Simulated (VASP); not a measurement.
# AlGa3N4 (P1) in VASP: single point with LDA

Aim: the single point of AlGa3N4 with LDA.

Everything below comes from runs of VASP 6.6.1. Logs are shortened: lines on timing, memory, paths and dates and some standing lists are left out, and cuts for length are marked.

## 1. The cell of the first run

The typed cell holds 8 atoms: a = 4.472 Å, b = 4.472 Å, c = 4.472 Å, α = 90.00°, β = 90.00°, γ = 90.00°.

## 2. Single point, LDA (atoms moved at random)

Input file INCAR:

```
ALGO = Normal ; EDIFF = 1E-7
ENCUT = 520 ; GGA = CA
ISIF = 2 ; ISMEAR = 0
LASPH = T ; LCHARG = T
LELF = T ; LREAL = F
LVHAR = T ; LWAVE = F
NBANDS = 41 ; NELM = 80
PREC = Accurate ; SIGMA = 0.05
```

Input file KPOINTS:

```
k-points
0
Gamma
  6 6 6
```

Input file POSCAR:

```
AlGa3N4
1.0
    4.4716853600      0.0000000000      0.0000000000
    0.0000000000      4.4716853600      0.0000000000
    0.0000000000      0.0000000000      4.4716853600
Al Ga N
1 3 4
Direct
   -0.0370343875      0.1663740490      0.0183393141
    0.4346025806      0.4878761447      0.0153813076
    0.5165350064     -0.0823061781      0.5298763297
   -0.0291301153      0.4382668724      0.4693746731
    0.7289580708      0.7780205610      0.1839229754
    0.7291217818      0.2370903924      0.7808461271
    0.3322011657      0.7763410745      0.7087317008
    0.3247458975      0.1983370840      0.2935275723
```

Potentials or basis: VASP PAW LDA potentials, release 64 (Al, Ga_d, N).

Launch:

```bash
$ cat potpaw_LDA.64/Al/POTCAR potpaw_LDA.64/Ga_d/POTCAR potpaw_LDA.64/N/POTCAR > POTCAR
$ mpirun -np 1 vasp_std > vasp.out
```

OUTCAR:

```text
EDIFF = 1E-7
   ENCUT = 520
   GGA = CA
   ISIF = 2
   ISMEAR = 0
   LASPH = T
   LREAL = F
   NELM = 80
   PREC = Accurate

 ion  position               nearest neighbor table
   1  0.963  0.166  0.018-   6 1.52   8 2.04   5 2.16   4 2.36   2 2.55   4 2.74   2 2.77
   2  0.435  0.488  0.015-   8 1.86   7 1.94   5 2.00   6 2.02   1 2.55   1 2.77   4 2.91
   3  0.517  0.918  0.530-   7 1.31   8 1.85   5 1.92   6 2.05
   4  0.971  0.438  0.469-   6 1.98   8 2.07   5 2.26   1 2.36   1 2.74   2 2.91
   5  0.729  0.778  0.184-   3 1.92   2 2.00   1 2.16   4 2.26
   6  0.729  0.237  0.781-   1 1.52   4 1.98   2 2.02   3 2.05
   7  0.332  0.776  0.709-   3 1.31   2 1.94
   8  0.325  0.198  0.294-   3 1.85   2 1.86   1 2.04   4 2.07

  LATTYP: Found a simple cubic cell.
 ALAT       =     4.4716853600

  Lattice vectors:

 A1 = (   4.4716853600,   0.0000000000,   0.0000000000)
 A2 = (   0.0000000000,   4.4716853600,   0.0000000000)
 A3 = (   0.0000000000,   0.0000000000,   4.4716853600)

Analysis of symmetry for initial positions (statically):
=====================================================================
 Subroutine PRICEL returns:
 Original cell was already a primitive cell.

 Routine SETGRP: Setting up the symmetry group for a
 simple cubic supercell.

 Subroutine GETGRP returns: Found  1 space group operations
 (whereof  1 operations were pure point group operations)
 out of a pool of 48 trial point group operations.

The static configuration has the point symmetry C_1 .

Analysis of symmetry for dynamics (positions and initial velocities):
=====================================================================
 Subroutine PRICEL returns:
 Original cell was already a primitive cell.

 Routine SETGRP: Setting up the symmetry group for a
 simple cubic supercell.

 Subroutine GETGRP returns: Found  1 space group operations
 (whereof  1 operations were pure point group operations)
 out of a pool of 48 trial point group operations.

The dynamic configuration has the point symmetry C_1 .

 Subroutine INISYM returns: Found  1 space group operations
 (whereof  1 operations are pure point group operations),
 and found     1 'primitive' translations

----------------------------------------------------------------------------------------

                                     Primitive cell

  volume of cell :      89.4157

  direct lattice vectors                    reciprocal lattice vectors
     4.471685360  0.000000000  0.000000000     0.223629330  0.000000000  0.000000000
     0.000000000  4.471685360  0.000000000     0.000000000  0.223629330  0.000000000
     0.000000000  0.000000000  4.471685360     0.000000000  0.000000000  0.223629330

  length of vectors
     4.471685360  4.471685360  4.471685360     0.223629330  0.223629330  0.223629330

  position of ions in fractional coordinates (direct lattice)
     0.962965612  0.166374049  0.018339314
     0.434602581  0.487876145  0.015381308
     0.516535006  0.917693822  0.529876330
     0.970869885  0.438266872  0.469374673
     0.728958071  0.778020561  0.183922975
     0.729121782  0.237090392  0.780846127
     0.332201166  0.776341075  0.708731701
     0.324745898  0.198337084  0.293527572

  ion indices of the primitive-cell ions
   primitive index   ion index
                 1           1
                 2           2
                 3           3
                 4           4
                 5           5
                 6           6
                 7           7
                 8           8

----------------------------------------------------------------------------------------

 KPOINTS: k-points

Automatic generation of k-mesh.
 Grid dimensions read from file:
 generate k-points for:    6    6    6

 Generating k-lattice:

  Cartesian coordinates                     Fractional coordinates (reciprocal lattice)
     0.037271555  0.000000000  0.000000000     0.166666667  0.000000000  0.000000000
     0.000000000  0.037271555  0.000000000     0.000000000  0.166666667  0.000000000
     0.000000000  0.000000000  0.037271555     0.000000000  0.000000000  0.166666667

  Length of vectors
     0.037271555  0.037271555  0.037271555

  Shift w.r.t. Gamma in fractional coordinates (k-lattice)
     0.000000000  0.000000000  0.000000000

 Subroutine IBZKPT returns following result:
 ===========================================

 Found    112 irreducible k-points:

 Following reciprocal coordinates:
            Coordinates               Weight
  0.000000  0.000000  0.000000      1.000000
  0.166667  0.000000  0.000000      2.000000
  0.000000  0.166667  0.000000      2.000000
  0.000000  0.000000  0.166667      2.000000
  0.333333  0.000000  0.000000      2.000000
  0.000000  0.333333  0.000000      2.000000
[... 16 lines left out ...]
  0.000000 -0.333333  0.166667      2.000000
 -0.166667  0.000000  0.333333      2.000000
 [... further k-points ...]
   k-points           NKPTS =    112   k-points in BZ     NKDIM =    112   number of bands    NBANDS=     41
   number of dos      NEDOS =    301   number of ions     NIONS =      8
   total plane-waves  NPLWV =  46656
   dimension x,y,z NGX =    36 NGY =   36 NGZ =   36
   dimension x,y,z NGXF=    72 NGYF=   72 NGZF=   72
   ions per type =               1   3   4
   NGX,Y,Z   is equivalent  to a cutoff of  13.38, 13.38, 13.38 a.u.
   NGXF,Y,Z  is equivalent  to a cutoff of  26.77, 26.77, 26.77 a.u.
 SYSTEM =  unknown system
   PREC   = accura    normal or accurate (medium, high low for compatibility)
   ISTART =      0    job   : 0-new  1-cont  2-samecut
   ICHARG =      2    charge: 1-file 2-atom 10-const
   ISPIN  =      1    spin polarized calculation?
   LNONCOLLINEAR =      F non collinear calculations
   LSORBIT =      F    spin-orbit coupling
   LASPH  =      T    aspherical Exc in radial PAW
   ENCUT  =  520.0 eV  38.22 Ry    6.18 a.u.   8.31  8.31  8.31*2*pi/ulx,y,z
   NELM   =     80;   NELMIN=  2; NELMDL= -5     # of ELM steps
   EDIFF  = 0.1E-06   stopping-criterion for ELM
   LREAL  =      F    real-space projection
   EDIFFG = 0.1E-05   stopping-criterion for IOM
   NSW    =      0    number of steps for IOM
   IBRION =     -1    ionic relax: 0-MD 1-quasi-New 2-CG
   NFREE  =      0    steps in history (QN), initial steepest desc. (CG)
   ISIF   =      2    stress and relaxation
   ISYM   =      2    0-nonsym 1-usesym 2-fastsym
   POTIM  = 0.5000    time-step for ionic-motion
   TEBEG  =    0.0;   TEEND  =   0.0 temperature during run
   PSTRESS=    0.0 pullay stress
   NELECT =      62.0000    total number of electrons
   NUPDOWN=      -1.0000    fix difference up-down
   EMIN   =  10.00;   EMAX   =-10.00  energy-range for DOS
   EFERMI =   0.00;   METHOD = LEGACY
   ISMEAR =     0;   SIGMA  =   0.05  broadening in eV -4-tet -1-fermi 0-gaus
   EFERMI_NEDOS =   21; number of points for ismear=-14 and -15
   IALGO  =     38    algorithm
   IMIX   =      4    mixing-type and parameters
     AMIX     =   0.40;   BMIX     =  1.00
     AMIX_MAG =   1.60;   BMIX_MAG =  1.00
  volume/ion in A,a.u.               =      11.18        75.43
  Fermi-wavevector in a.u.,A,eV,Ry     =   1.448997  2.738207 28.566688  2.099592
  Thomas-Fermi vector in A             =   2.566774
   LORBIT       =      0    0 simple, 1 ext, 2 COOP (PROOUT), +10 PAW based schemes
   GGA     = CA    functional components
   LHFCALC =     F    Hartree Fock is set to
   AEXX    =    0.0000 exact exchange contribution
   IVDW    =     0    specifies the selected vdW correction
   LEPSILON=     F    determine dielectric tensor
   LRPA    =     F    only Hartree local field effects (RPA)
 non-spin polarized calculation
 Gauss-broadening in eV      SIGMA  =   0.05
  energy-cutoff  :      520.00
  volume of cell :       89.42
 maximum number of plane-waves:      2469
 NGX is ok and might be reduce to    36
   NGX = 17   NGY = 17   NGZ = 17

 number of electron      61.9999992 magnetization

 Free energy of the ion-electron system (eV)
  ---------------------------------------------------
  ext. energy  EPLUGINS =         0.00000000
  ---------------------------------------------------
  free energy    TOTEN  =       -42.33801444 eV

  energy without entropy =      -42.33801268  energy(sigma->0) =      -42.33801356

 E-fermi :   5.9034     XC(G=0): -11.9070

 val. band max:        5.7915651267   @ k =   0.5000   0.5000   0.5000
 cond. band min:       6.0152339821   @ k =   0.0000   0.0000   0.0000
 fundamental gap:      0.2236688554
 Fermi energy:         5.9034057009

 k-point     1 :       0.0000    0.0000    0.0000
  band No.  band energies     occupation
      1     -12.3321      2.00000
      2     -10.5880      2.00000
      3      -9.8353      2.00000
      4      -9.3922      2.00000
      5      -9.1170      2.00000
      6      -9.0558      2.00000
[... 33 lines left out ...]
     40      15.4624      0.00000
     41      16.4426      0.00000

 k-point     2 :       0.1667    0.0000    0.0000
  band No.  band energies     occupation
      1     -12.3174      2.00000
      2     -10.5238      2.00000
      3      -9.8542      2.00000
      4      -9.3849      2.00000
      5      -9.1140      2.00000
      6      -9.0485      2.00000
[... 33 lines left out ...]
     40      15.5114      0.00000
     41      16.2484      0.00000

 k-point     3 :       0.0000    0.1667    0.0000
  band No.  band energies     occupation
      1     -12.3103      2.00000
      2     -10.5432      2.00000
      3      -9.8303      2.00000
      4      -9.3881      2.00000
      5      -9.1138      2.00000
      6      -9.0513      2.00000
[... 875 lines left out ...]
      2     -10.3813      2.00000
      3      -9.8338      2.00000
      4      -9.3702      2.00000
      5      -9.0937      2.00000
      6      -9.0159      2.00000
[... 33 lines left out ...]
     40      14.8453      0.00000
     41      15.3918      0.00000

 k-point    24 :      -0.1667    0.0000    0.3333
  band No.  band energies     occupation
      1     -12.2492      2.00000
      2     -10.3370      2.00000
      3      -9.8815      2.00000
      4      -9.3425      2.00000
      5      -9.0776      2.00000
      6      -9.0283      2.00000
[... 33 lines left out ...]
     40      14.5690      0.00000
     41      15.0233      0.00000

 [... further k-points ...]

------------------------ aborting loop because EDIFF is reached ----------------------------------------

  FORCE on cell =-STRESS in cart. coord.  units (eV):
  Direction    XX          YY          ZZ          XY          YZ          ZX
  --------------------------------------------------------------------------------------
  -------------------------------------------------------------------------------------
  Total       27.2734587     10.3190887     33.6449334     13.8726241    -16.9220318    -14.4245230
  in kB      488.6940892    184.9005556    602.8601017    248.5738784   -303.2140877   -258.4629699
  external PRESSURE =     425.4849155 kB  Pullay stress =       0.0000000 kB

 VOLUME and BASIS-vectors are now :
 -----------------------------------------------------------------------------
  energy-cutoff  :      520.00
  volume of cell :       89.42
      direct lattice vectors                 reciprocal lattice vectors
     4.471685360  0.000000000  0.000000000     0.223629330  0.000000000  0.000000000
     0.000000000  4.471685360  0.000000000     0.000000000  0.223629330  0.000000000
     0.000000000  0.000000000  4.471685360     0.000000000  0.000000000  0.223629330

 POSITION                                       TOTAL-FORCE (eV/Angst)
 -----------------------------------------------------------------------------------
      4.30608      0.74397      0.08201         7.564281     -7.938253      7.146211
      1.94341      2.18163      0.06878         2.378114      2.675860     -1.805821
      2.30978      4.10364      2.36944        26.185547     19.357964    -24.383200
      4.34142      1.95979      2.09890         0.783146      3.018340      2.110896
      3.25967      3.47906      0.82245         2.451258     -1.160362      1.326833
      3.26040      1.06019      3.49170        -5.507996      3.612597     -8.609336
      1.48550      3.47155      3.16923       -28.975953    -22.451786     26.783461
      1.45216      0.88690      1.31256        -4.878397      2.885639     -2.569044
 -----------------------------------------------------------------------------------
    total drift:                                0.000751      0.000128     -0.000876

  FREE ENERGIE OF THE ION-ELECTRON SYSTEM (eV)
  ---------------------------------------------------
  free  energy   TOTEN  =       -42.3380144392 eV

  energy  without entropy=      -42.3380126825  energy(sigma->0) =      -42.33801356
```

Wall time 15 min (1 thread of Oxide Virtual Turin-like, shared host); peak memory 0.38 GiB.

Results:

- Free energy: -42.3380 eV
- Pressure: 42.5 GPa
- Largest force: 45.399 eV/Å
- Band gap on the k mesh: 0.22 eV (least direct gap 0.63 eV)

Forces in eV/Å, atoms in the order of the input:
```
Al    7.564  -7.938   7.146
Ga    2.378   2.676  -1.806
Ga   26.186  19.358 -24.383
Ga    0.783   3.018   2.111
N     2.451  -1.160   1.327
N    -5.508   3.613  -8.609
N   -28.976 -22.452  26.783
N    -4.878   2.886  -2.569
```

Caveat: the cell differs from its parent crystal (atoms moved at random); atoms lie so close that the PAW spheres overlap strongly, which falsifies energies and pressures; the stress differs along the axes, from 18 to 60 GPa; semilocal functionals underestimate gaps, and a narrow one can read as zero; forces of over 1 eV/Å act on the atoms, so gaps and moduli don't describe the material at rest. A k mesh can miss the band edges.
